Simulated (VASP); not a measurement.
# LiAl32 (a cell with a defect) in VASP: single point with PBE

Aim: the single point of LiAl32 (a cell with a defect) with PBE.

Everything below comes from runs of VASP 6.6.1. Logs are shortened: lines on timing, memory, paths and dates and some standing lists are left out, and cuts for length are marked.

### Step 1. The cell of the first run

The cell holds a defect, 33 atoms: a = 8.100 Å, b = 8.100 Å, c = 8.100 Å, α = 90.00°, β = 90.00°, γ = 90.00°.

### Step 2. Single point, PBE

Contents of INCAR:

```
ALGO = Normal
EDIFF = 1E-6
ENCUT = 520
GGA = PE
ISIF = 2
ISMEAR = -1
LASPH = True
LCHARG = False
LREAL = Auto
LWAVE = False
NBANDS = 72
NELM = 80
PREC = Accurate
SIGMA = 0.05
```

Contents of KPOINTS:

```
k-points
0
Gamma
  2 2 2
```

Contents of POSCAR:

```
LiAl32
1.0
    8.1000000000      0.0000000000      0.0000000000
    0.0000000000      8.1000000000      0.0000000000
    0.0000000000      0.0000000000      8.1000000000
Al Li
32 1
Direct
    0.4766790123     -0.0460864198     -0.0278888889
    0.7253827160      0.2315925926      0.0112098765
    0.7578148148      0.0374320988      0.2711358025
   -0.0219876543     -0.0055061728      0.0361975309
    0.2767901235      0.2575432099      0.0140000000
    0.4752839506      0.5384814815     -0.0222592593
    0.7786049383      0.7590864198      0.0053333333
    0.2361851852      0.0451111111      0.2794197531
    0.5066049383      0.2597037037      0.2571234568
    0.7600740741      0.4787407407      0.2430246914
    0.4836419753      0.0168024691      0.4644074074
    0.7592222222      0.2523456790      0.5312098765
    0.7541975309      0.0304691358      0.7790740741
    0.0476419753      0.4755308642     -0.0199753086
    0.2207901235      0.8063456790      0.0574320988
   -0.0187654321      0.2674691358      0.2718888889
    0.2572345679      0.5168888889      0.2577530864
    0.4904567901      0.7467037037      0.2503456790
   -0.0404444444      0.0056543210      0.5064320988
    0.2592716049      0.2689629630      0.5072345679
    0.5508024691      0.5034691358      0.5553209877
    0.7206913580      0.7719135802      0.4785185185
    0.2353333333      0.0399012346      0.7107037037
    0.4837160494      0.2073950617      0.7691234568
    0.7266543210      0.4530864198      0.7918765432
   -0.0291481481      0.7319382716      0.2556049383
   -0.0465802469      0.4905802469      0.5150370370
    0.2686296296      0.7149506173      0.4957407407
    0.0279506173      0.2258518519      0.7800617284
    0.2558271605      0.4850617284      0.7464074074
    0.5549876543      0.7586790123      0.7456049383
   -0.0145555556      0.7581851852      0.7273950617
    0.2963456790      0.7553456790      0.8186172840
```

Potentials or basis: VASP PAW PBE potentials, release 64 (Al, Li_sv).

Command:

```bash
cat potpaw_PBE.64/Al/POTCAR potpaw_PBE.64/Li_sv/POTCAR > POTCAR
mpirun -np 1 vasp_std > vasp.out
```

OUTCAR:

```text
EDIFF = 1E-6
   ENCUT = 520
   GGA = PE
   ISIF = 2
   ISMEAR = -1
   LASPH = True
   LREAL = Auto
   NELM = 80
   PREC = Accurate

 ion  position               nearest neighbor table
   1  0.477  0.954  0.972-  15 2.49  33 2.50  31 2.50  24 2.63  13 2.81  18 2.81   7 2.92   5 2.96
                            23 2.96   2 3.04   8 3.25
   2  0.725  0.232  0.011-  13 2.50  25 2.52   3 2.64   9 2.68  10 2.76  24 2.78   4 2.81  16 2.97
                             1 3.04  29 3.08   6 3.22  14 3.28
   3  0.758  0.037  0.271-  19 2.52  16 2.60   4 2.63   2 2.64   9 2.72  11 2.72  12 2.73  22 2.75
                            26 3.02   7 3.12  18 3.20
   4  0.978  0.994  0.036-  15 2.49   7 2.51   3 2.63  26 2.77  13 2.78   2 2.81  29 2.82   8 2.90
                            16 2.92  32 3.15   5 3.23
   5  0.277  0.258  0.014-  14 2.58  24 2.63   9 2.71   8 2.77  29 2.78   6 2.80  30 2.85  17 2.89
                             1 2.96  23 3.04  16 3.18   4 3.23
   6  0.475  0.538  0.978-  33 2.62  30 2.62  25 2.63  31 2.67  18 2.78   5 2.80  17 2.88   7 3.05
                            15 3.06  24 3.17  10 3.19   9 3.21   2 3.22
   7  0.779  0.759  0.005-   4 2.51  26 2.57  31 2.78  32 2.81  13 2.87   1 2.92  10 2.98   6 3.05
                            25 3.05  18 3.07   3 3.12  14 3.17
   8  0.236  0.045  0.279-  11 2.51  20 2.59  15 2.64  16 2.74   5 2.77   9 2.80   4 2.90  19 2.92
                            18 3.18  28 3.21   1 3.25  26 3.33
   9  0.507  0.260  0.257-  11 2.59   2 2.68   5 2.71  10 2.72   3 2.72   8 2.80  20 2.85  17 2.90
                            12 3.02  21 3.14   6 3.21
  10  0.760  0.479  0.243-  16 2.49  26 2.67  27 2.70   9 2.72   2 2.76  12 2.97   7 2.98  21 3.05
                            22 3.06  18 3.08  14 3.16   6 3.19
  11  0.484  0.017  0.464-   8 2.51   9 2.59   3 2.72  20 2.76  22 2.76  18 2.79  23 2.84  24 2.91
                            12 2.99  28 3.01  31 3.15  13 3.36
[... 26 lines left out ...]
  25  0.727  0.453  0.792-  21 2.42   2 2.52   6 2.63  12 2.68  24 2.80  31 2.86  27 2.91  14 3.02
                             7 3.05  29 3.06  32 3.28
  26  0.971  0.732  0.256-   7 2.57  15 2.65  10 2.67  22 2.73   4 2.77  27 2.87  17 2.90  19 3.01
                             3 3.02  28 3.10  14 3.11   8 3.33
  27  0.953  0.491  0.515-  12 2.49  16 2.68  10 2.70  32 2.78  26 2.87  25 2.91  22 2.97  20 3.06
                            30 3.08  29 3.09  28 3.14  17 3.23  21 3.28
  28  0.269  0.715  0.496-  17 2.51  33 2.65  18 2.69  30 2.76  21 2.90  32 2.98  11 3.01  31 3.10
                            26 3.10  27 3.14  23 3.17   8 3.21
  29  0.028  0.226  0.780-  23 2.33  14 2.60  13 2.72   5 2.78  30 2.81   4 2.82  19 2.90  20 2.92
                            12 2.97  25 3.06   2 3.08  27 3.09
  30  0.256  0.485  0.746-  33 2.29  14 2.54  20 2.61   6 2.62  28 2.76  29 2.81   5 2.85  21 2.85
                            24 2.92  27 3.08  32 3.12  31 3.28
  31  0.555  0.759  0.746-  33 2.18   1 2.50  22 2.55  21 2.58   6 2.67  13 2.74   7 2.78  25 2.86
                            28 3.10  11 3.15  30 3.28
  32  0.985  0.758  0.727-  33 2.62  19 2.70  27 2.78   7 2.81  13 2.92  22 2.95  28 2.98  23 3.05
                            14 3.11  30 3.12   4 3.15  25 3.28  15 3.31
  33  0.296  0.755  0.819-  15 2.07  31 2.18  30 2.29   1 2.50  23 2.51   6 2.62  32 2.62  28 2.65

  LATTYP: Found a simple cubic cell.
 ALAT       =     8.1000000000

  Lattice vectors:

 A1 = (   8.1000000000,   0.0000000000,   0.0000000000)
 A2 = (   0.0000000000,   8.1000000000,   0.0000000000)
 A3 = (   0.0000000000,   0.0000000000,   8.1000000000)

Analysis of symmetry for initial positions (statically):
=====================================================================
 Subroutine PRICEL returns:
 Original cell was already a primitive cell.

 Routine SETGRP: Setting up the symmetry group for a
 simple cubic supercell.

 Subroutine GETGRP returns: Found  1 space group operations
 (whereof  1 operations were pure point group operations)
 out of a pool of 48 trial point group operations.

The static configuration has the point symmetry C_1 .

Analysis of symmetry for dynamics (positions and initial velocities):
=====================================================================
 Subroutine PRICEL returns:
 Original cell was already a primitive cell.

 Routine SETGRP: Setting up the symmetry group for a
 simple cubic supercell.

 Subroutine GETGRP returns: Found  1 space group operations
 (whereof  1 operations were pure point group operations)
 out of a pool of 48 trial point group operations.

The dynamic configuration has the point symmetry C_1 .

 Subroutine INISYM returns: Found  1 space group operations
 (whereof  1 operations are pure point group operations),
 and found     1 'primitive' translations

----------------------------------------------------------------------------------------

                                     Primitive cell

  volume of cell :     531.4410

  direct lattice vectors                    reciprocal lattice vectors
     8.100000000  0.000000000  0.000000000     0.123456790  0.000000000  0.000000000
     0.000000000  8.100000000  0.000000000     0.000000000  0.123456790  0.000000000
     0.000000000  0.000000000  8.100000000     0.000000000  0.000000000  0.123456790

  length of vectors
     8.100000000  8.100000000  8.100000000     0.123456790  0.123456790  0.123456790

  position of ions in fractional coordinates (direct lattice)
     0.476679012  0.953913580  0.972111111
     0.725382716  0.231592593  0.011209876
     0.757814815  0.037432099  0.271135802
     0.978012346  0.994493827  0.036197531
     0.276790123  0.257543210  0.014000000
     0.475283951  0.538481481  0.977740741
[... 25 lines left out ...]
     0.985444444  0.758185185  0.727395062
     0.296345679  0.755345679  0.818617284

  ion indices of the primitive-cell ions
   primitive index   ion index
                 1           1
                 2           2
                 3           3
                 4           4
                 5           5
                 6           6
[... 25 lines left out ...]
                32          32
                33          33

----------------------------------------------------------------------------------------

 KPOINTS: k-points

Automatic generation of k-mesh.
 Grid dimensions read from file:
 generate k-points for:    2    2    2

 Generating k-lattice:

  Cartesian coordinates                     Fractional coordinates (reciprocal lattice)
     0.061728395  0.000000000  0.000000000     0.500000000  0.000000000  0.000000000
     0.000000000  0.061728395  0.000000000     0.000000000  0.500000000  0.000000000
     0.000000000  0.000000000  0.061728395     0.000000000  0.000000000  0.500000000

  Length of vectors
     0.061728395  0.061728395  0.061728395

  Shift w.r.t. Gamma in fractional coordinates (k-lattice)
     0.000000000  0.000000000  0.000000000

 Subroutine IBZKPT returns following result:
 ===========================================

 Found      8 irreducible k-points:

 Following reciprocal coordinates:
            Coordinates               Weight
  0.000000  0.000000  0.000000      1.000000
  0.500000  0.000000  0.000000      1.000000
  0.000000  0.500000  0.000000      1.000000
  0.000000  0.000000  0.500000      1.000000
  0.500000  0.500000  0.000000      1.000000
  0.000000  0.500000  0.500000      1.000000
  0.500000  0.000000  0.500000      1.000000
  0.500000  0.500000  0.500000      1.000000
   k-points           NKPTS =      8   k-points in BZ     NKDIM =      8   number of bands    NBANDS=     72
   number of dos      NEDOS =    301   number of ions     NIONS =     33
   total plane-waves  NPLWV = 216000
   dimension x,y,z NGX =    60 NGY =   60 NGZ =   60
   dimension x,y,z NGXF=   120 NGYF=  120 NGZF=  120
   ions per type =              32   1
   NGX,Y,Z   is equivalent  to a cutoff of  12.31, 12.31, 12.31 a.u.
   NGXF,Y,Z  is equivalent  to a cutoff of  24.63, 24.63, 24.63 a.u.
 SYSTEM =  unknown system
   PREC   = accura    normal or accurate (medium, high low for compatibility)
   ISTART =      0    job   : 0-new  1-cont  2-samecut
   ICHARG =      2    charge: 1-file 2-atom 10-const
   ISPIN  =      1    spin polarized calculation?
   LNONCOLLINEAR =      F non collinear calculations
   LSORBIT =      F    spin-orbit coupling
   LASPH  =      T    aspherical Exc in radial PAW
   ENCUT  =  520.0 eV  38.22 Ry    6.18 a.u.  15.06 15.06 15.06*2*pi/ulx,y,z
   NELM   =     80;   NELMIN=  2; NELMDL= -5     # of ELM steps
   EDIFF  = 0.1E-05   stopping-criterion for ELM
   LREAL  =      T    real-space projection
   EDIFFG = 0.1E-04   stopping-criterion for IOM
   NSW    =      0    number of steps for IOM
   IBRION =     -1    ionic relax: 0-MD 1-quasi-New 2-CG
   NFREE  =      0    steps in history (QN), initial steepest desc. (CG)
   ISIF   =      2    stress and relaxation
   ISYM   =      2    0-nonsym 1-usesym 2-fastsym
   POTIM  = 0.5000    time-step for ionic-motion
   TEBEG  =    0.0;   TEEND  =   0.0 temperature during run
   PSTRESS=    0.0 pullay stress
   NELECT =      99.0000    total number of electrons
   NUPDOWN=      -1.0000    fix difference up-down
   EMIN   =  10.00;   EMAX   =-10.00  energy-range for DOS
   EFERMI =   0.00;   METHOD = LEGACY
   ISMEAR =    -1;   SIGMA  =   0.05  broadening in eV -4-tet -1-fermi 0-gaus
   EFERMI_NEDOS =   21; number of points for ismear=-14 and -15
   IALGO  =     38    algorithm
   IMIX   =      4    mixing-type and parameters
     AMIX     =   0.40;   BMIX     =  1.00
     AMIX_MAG =   1.60;   BMIX_MAG =  1.00
  volume/ion in A,a.u.               =      16.10       108.68
  Fermi-wavevector in a.u.,A,eV,Ry     =   0.934978  1.766853 11.894002  0.874184
  Thomas-Fermi vector in A             =   2.061839
   LORBIT       =      0    0 simple, 1 ext, 2 COOP (PROOUT), +10 PAW based schemes
   GGA     = PE    functional components
   LHFCALC =     F    Hartree Fock is set to
   AEXX    =    0.0000 exact exchange contribution
   IVDW    =     0    specifies the selected vdW correction
   LEPSILON=     F    determine dielectric tensor
   LRPA    =     F    only Hartree local field effects (RPA)
 non-spin polarized calculation
  energy-cutoff  :      520.00
  volume of cell :      531.44
 maximum number of plane-waves:     14400
   NGX = 31   NGY = 31   NGZ = 31

 number of electron      98.9999999 magnetization

 Free energy of the ion-electron system (eV)
  ---------------------------------------------------
  ext. energy  EPLUGINS =         0.00000000
  ---------------------------------------------------
  free energy    TOTEN  =      -114.64640660 eV

  energy without entropy =     -114.52134212  energy(sigma->0) =     -114.58387436

 E-fermi :   7.7146     XC(G=0): -10.1884

 val. band max:        7.7038079601   @ k =   0.0000   0.5000   0.0000
 cond. band min:       7.7164197389   @ k =   0.0000   0.0000   0.5000
 fundamental gap:      0.0126117788
 Fermi energy:         7.7145873350

 k-point     1 :       0.0000    0.0000    0.0000
  band No.  band energies     occupation
      1     -38.0143      2.00000
      2      -3.2188      2.00000
      3      -1.2847      2.00000
      4      -1.1253      2.00000
      5      -1.0886      2.00000
      6      -1.0041      2.00000
[... 501 lines left out ...]
     60      10.7354      0.00000
     61      10.7607      0.00000
 [bands above 61 left out]

------------------------ aborting loop because EDIFF is reached ----------------------------------------

  FORCE on cell =-STRESS in cart. coord.  units (eV):
  Direction    XX          YY          ZZ          XY          YZ          ZX
  --------------------------------------------------------------------------------------
  -------------------------------------------------------------------------------------
  Total       25.3271814     26.8016589     26.7440156     -0.9308975      2.6416224     -1.7869731
  in kB       76.3558625     80.8010866     80.6273049     -2.8064504      7.9639086     -5.3873294
  external PRESSURE =      79.2614180 kB  Pullay stress =       0.0000000 kB

 VOLUME and BASIS-vectors are now :
 -----------------------------------------------------------------------------
  energy-cutoff  :      520.00
  volume of cell :      531.44
      direct lattice vectors                 reciprocal lattice vectors
     8.100000000  0.000000000  0.000000000     0.123456790  0.000000000  0.000000000
     0.000000000  8.100000000  0.000000000     0.000000000  0.123456790  0.000000000
     0.000000000  0.000000000  8.100000000     0.000000000  0.000000000  0.123456790

 POSITION                                       TOTAL-FORCE (eV/Angst)
 -----------------------------------------------------------------------------------
      3.86110      7.72670      7.87410         0.715461      0.962927      1.030165
      5.87560      1.87590      0.09080         0.252974      0.464283      0.784752
      6.13830      0.30320      2.19620        -1.049559     -0.918722     -0.535695
      7.92190      8.05540      0.29320         0.278032      1.418586     -0.437060
      2.24200      2.08610      0.11340        -0.052965     -0.701173      0.409618
      3.84980      4.36170      7.91970         0.167760     -0.137673      1.030828
[... 25 lines left out ...]
      7.98210      6.14130      5.89190         0.025830     -0.293453      0.273447
      2.40040      6.11830      6.63080        -0.882359     -0.006327     -1.657869
 -----------------------------------------------------------------------------------
    total drift:                               -0.010780     -0.008560     -0.003059

  FREE ENERGIE OF THE ION-ELECTRON SYSTEM (eV)
  ---------------------------------------------------
  free  energy   TOTEN  =      -114.6464065964 eV

  energy  without entropy=     -114.5213421216  energy(sigma->0) =     -114.58387436
```

It took 8.7 min on 1 thread of Intel Xeon 8259CL, shared host; peak memory 0.57 GiB.

What came out:

* Free energy: -114.6464 eV
* Largest force: 2.999 eV/Å
* Band gap on the k mesh: zero (an odd number of electrons rules out a gap without spin polarisation)

Forces in eV/Å, atoms in the order of the input:
```
Al   0.715  0.963  1.030
Al   0.253  0.464  0.785
Al  -1.050 -0.919 -0.536
Al   0.278  1.419 -0.437
Al  -0.053 -0.701  0.410
Al   0.168 -0.138  1.031
Al  -1.193 -0.947 -0.181
Al  -0.613 -0.403 -0.607
Al  -0.300  0.540  0.084
Al  -1.067  1.119 -0.266
Al   0.580 -0.498  1.288
Al  -0.984 -0.657 -0.135
Al   0.307 -1.134 -0.763
Al  -1.348  1.209  0.996
Al  -0.755 -0.898  1.908
Al   1.427 -0.391 -0.425
Al  -0.292 -0.890 -0.499
Al   0.557  0.104 -0.356
Al   1.243 -0.327  0.247
Al  -0.187  1.203 -0.681
Al  -1.488 -0.469 -1.883
Al   0.708 -0.038 -0.115
Al   0.612 -2.929  0.209
Al   0.833  1.347 -0.637
Al   1.708  0.616  0.708
Al   0.619  0.037  0.723
Al   1.133  1.079  0.388
Al  -0.335  0.936  0.761
Al  -1.834  1.382 -0.013
Al  -0.036 -0.695 -0.964
Al   1.248 -0.085 -0.685
Al   0.026 -0.293  0.273
Li  -0.882 -0.006 -1.658
```

Caveat: the k points lie up to 0.39 Å⁻¹ apart, too coarse for converged energies and pressures of a metal; the cutoff is under 1.25 times the usual one of these potentials, so pressure, stress and relaxed cells hold a basis-set (Pulay) error; the atoms stand as in a frame of molecular dynamics.
